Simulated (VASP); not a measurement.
A run of VASP 6.6.1 is set up as follows.

INCAR

```
PREC = Accurate ; ENCUT = 910
EDIFF = 1E-6 ; ISMEAR = 0
SIGMA = 0.02 ; LREAL = Auto
LASPH = True ; NELM = 200
ALGO = Normal ; ISIF = 2
LWAVE = False ; LCHARG = False
ISPIN = 2 ; MAGMOM = 0 0 0 0 0 0 0 0 0 0 0 0 0 0 0 0 0 0 0 0 0 0 0 0 1
LORBIT = 11 ; GGA = PE
NBANDS = 88 ; GGA_COMPAT = False
```

KPOINTS

```
regular mesh
0
Gamma
  2 2 3
```

Contents of POSCAR:

```
Si8NO16
1.0
   -4.1790000000     -4.1790000000      0.0000000000
    4.1790000000     -4.1790000000      0.0000000000
    0.0000000000      0.0000000000      5.3298000000
Si O N
8 16 1
Direct
    0.5041331403      0.5135512804      0.0049285615
    0.0223810656      0.5032748784      0.2263943334
    0.4656387116      0.5252156475      0.5114939922
   -0.0045557367      0.5211040065      0.7546013679
    0.0071174142      0.0085833169     -0.0078205528
    0.4981004392      0.0174155474      0.2486414437
    0.0058173412      0.0118748577      0.4921921109
    0.5013106194      0.0143076969      0.7513869496
    0.1976078429      0.5162439079     -0.0132601272
    0.0403154303      0.1881316549      0.2299010181
    0.8062566658      0.5139534694     -0.0041230709
   -0.0027574887      0.8061785712      0.2479127458
    0.1788421563      0.5189874194      0.5000624402
    0.0020221135      0.2103097747      0.7427166937
    0.8135643692      0.3968035210      0.3892908556
    0.0042364069      0.8228727965      0.7482241571
    0.6981312941      0.0201011983      0.0017969311
    0.4927568315      0.7091439127      0.2511645140
    0.3100512674      0.0086809139     -0.0040526445
    0.4681133622      0.3221268736      0.2516798039
    0.6964449823      0.0120709348      0.4973102569
    0.4781605097      0.7150770478      0.7651309283
    0.3084935834      0.0077073850      0.5013046590
    0.4864942421      0.3181057913      0.7538253940
    0.7578986362      0.5451908957      0.5568765383
```

Potentials or basis: VASP PAW PBE potentials, release 64 (Si, O_h, N_h).

Run with:

```sh
$ cat potpaw_PBE.64/Si/POTCAR potpaw_PBE.64/O_h/POTCAR potpaw_PBE.64/N_h/POTCAR > POTCAR
$ mpirun -np 1 vasp_std > vasp.out
```

Task: Estimate the net moment.

Result: 1.00 μB per cell.

Task: Estimate the band gap on the k mesh.

Result: 0.73 eV.

Stress tensor (GPa, compression positive):
```
30.92  7.52  9.35
 7.52 21.10  0.46
 9.35  0.46 34.94
```

Caveat: the k points lie up to 0.53 Å⁻¹ apart; the cutoff is under 1.25 times the usual one of these potentials, so pressure, stress and relaxed cells hold a basis-set (Pulay) error.
